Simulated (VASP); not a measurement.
NbPdSe3: single point with PBE

NbPdSe3:

```
Nb Pd Se
1.0
     5.61512    0.00000    0.00000
    -2.80756    4.86284    0.00000
     0.00000    0.00000    5.02763
Nb Pd Se
1 1 3
Cartesian
  0.0000 0.0000 0.0000
  0.0000 0.0000 2.5138
  2.8076 0.0000 2.5138
  -1.4038 2.4314 2.5138
  1.4038 2.4314 2.5138
```

The cell was generated, and may not be a known phase.

* Program: VASP 6.6.1
* Task: single point
* Functional: PBE
* Potentials or basis: VASP PAW PBE potentials, release 64 (Nb_sv, Pd, Se)
* Cutoff: 520 eV
* k mesh: 6 × 6 × 4
* Occupations: gaussian, width 0.1 eV
* Spin: collinear spin
* Starting moments: [-1.97, 0.0, 0.0, 0.0, 0.0] μB

The pressure is 0.0 GPa and the band gap on the k mesh is zero (filled and empty bands overlap). The net moment is -2.99 μB per cell, the site moments are Nb -2.19; Pd -0.08; Se +0.05 μB and the valence electrons inside the program's atomic spheres are Nb 10.62; Pd 9.52; Se 3.67.

Stress tensor (GPa, compression positive):
```
-0.09  0.00  0.00
 0.00 -0.09  0.00
 0.00  0.00  0.22
```

Levels at points of the mesh, in eV from the Fermi level:
Spin up:
| k point | band 17 | band 18 | band 19 | band 20 | band 21 | band 22 |
| --- | --- | --- | --- | --- | --- | --- |
| (0.00, 0.00, 0.00) | -1.20 | -0.80 | -0.80 | 0.74 | 1.32 | 1.78 |
| (0.50, 0.00, 0.00) | -2.07 | -1.90 | -0.64 | -0.08 | 1.42 | 2.02 |
| (0.00, 0.00, 0.50) | -1.34 | -1.34 | -0.12 | 0.39 | 1.29 | 1.29 |
| (0.50, 0.00, 0.50) | -2.38 | -1.89 | -0.98 | -0.03 | 0.13 | 0.65 |
Spin down:
| k point | band 18 | band 19 | band 20 | band 21 | band 22 | band 23 | band 24 | band 25 | band 26 | band 27 |
| --- | --- | --- | --- | --- | --- | --- | --- | --- | --- | --- |
| (0.00, 0.00, 0.00) | -0.71 | -0.71 | -0.65 | -0.39 | -0.39 | 0.76 | 0.76 | 1.37 | 2.99 | 2.99 |
| (0.50, 0.00, 0.00) | -1.87 | -0.57 | -0.51 | -0.41 | 0.08 | 0.22 | 0.92 | 0.95 | 2.12 | 2.52 |
| (0.00, 0.00, 0.50) | -1.71 | -1.14 | -0.35 | -0.24 | -0.24 | 0.51 | 0.51 | 1.40 | 1.58 | 3.16 |
| (0.50, 0.00, 0.50) | -1.87 | -1.20 | -0.94 | -0.85 | -0.43 | -0.40 | -0.04 | 0.00 | 1.00 | 3.08 |

Wall time 4 min on 1 thread of Intel(R) Xeon(R) Platinum 8488C (Sapphire Rapids) (shared host), peak memory 0.39 GiB.
